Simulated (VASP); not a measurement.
Sb:

```
Sb
1.0
     2.21018    1.27605    3.85565
    -2.21018    1.27605    3.85565
     0.00000   -2.55209    3.85565
Sb
2
Cartesian
  0.0000 0.0000 8.8662
  0.0000 0.0000 2.7008
```

| Property | Result |
| --- | --- |
| Program | VASP 6.6.1 |
| Task | relaxation of cell and atoms |
| Functional | pbe exchange, lyp correlation |
| Potentials or basis | VASP PAW PBE potentials, release 64 (Sb) |
| Cutoff | 500 eV |
| k mesh | 8 × 8 × 8 |
| Occupations | fermi-dirac, width 0.025 eV |
| Spin | collinear spin |
| Starting moments | [0.5, 0.5] μB |

At the start: pressure 2.5 GPa; volume 32.62 Å³/atom.

Question: How do energy, volume and symmetry change on relaxing?

Answer: Over 50 steps the energy falls by 54.9 meV/atom and the volume is 50.15 Å³/atom (+53.7 %); space group R-3m (No. 166, to 0.1 Å) before and after; moment 0.00 μB per cell.

Step by step:
```
step  energy change (eV)  largest force (eV/Å)  pressure (GPa)  volume (Å³)
   1              0.0000                0.1818            2.54        65.24
   3             -0.0343                0.3791           -0.23        69.63
   5             -0.0677                0.0427            0.24        71.52
   7             -0.0782                0.0609           -0.15        73.92
   9             -0.0877                0.0351            0.24        75.34
  11             -0.0888                0.0623            0.08        76.20
  13             -0.0898                0.0738           -0.02        77.04
  15             -0.0928                0.0349           -0.23        83.39
  17             -0.0949                0.0763            0.02        84.69
  19             -0.0905                0.3848            1.37        89.85
  21             -0.0965                0.2655            0.84        88.03
  23             -0.0977                0.2635            0.89        89.10
  25             -0.0991                0.2352            0.94        90.74
  27             -0.1050                0.0582            0.51        92.82
  29             -0.1064                0.0774            0.21        94.48
  31             -0.1077                0.0607            0.12        94.89
  33             -0.1086                0.0303           -0.03        95.63
  35             -0.1086                0.0088            0.02        95.57
  37             -0.1086                0.0040            0.03        95.56
  39             -0.1087                0.0024            0.02        95.74
  41             -0.1090                0.0049            0.00        96.58
  43             -0.1090                0.0416           -0.07        99.94
  45             -0.1092                0.0261           -0.04        98.52
  47             -0.1094                0.0176           -0.04        98.97
  49             -0.1097                0.0139           -0.01       100.75
  50             -0.1097                0.0058           -0.02       100.30
```

Final structure:
```
Sb
1.0
     2.13229    1.23108    6.36813
    -2.13229    1.23108    6.36813
     0.00000   -2.46215    6.36813
Sb
2
Direct
  0.79080 0.79080 0.79080
  0.20920 0.20920 0.20920
```

Caveat: the volume moved by over 15 % at a fixed basis, so the end points are rough; the PAW data sets were made with another functional, which shifts forces and pressure a little.
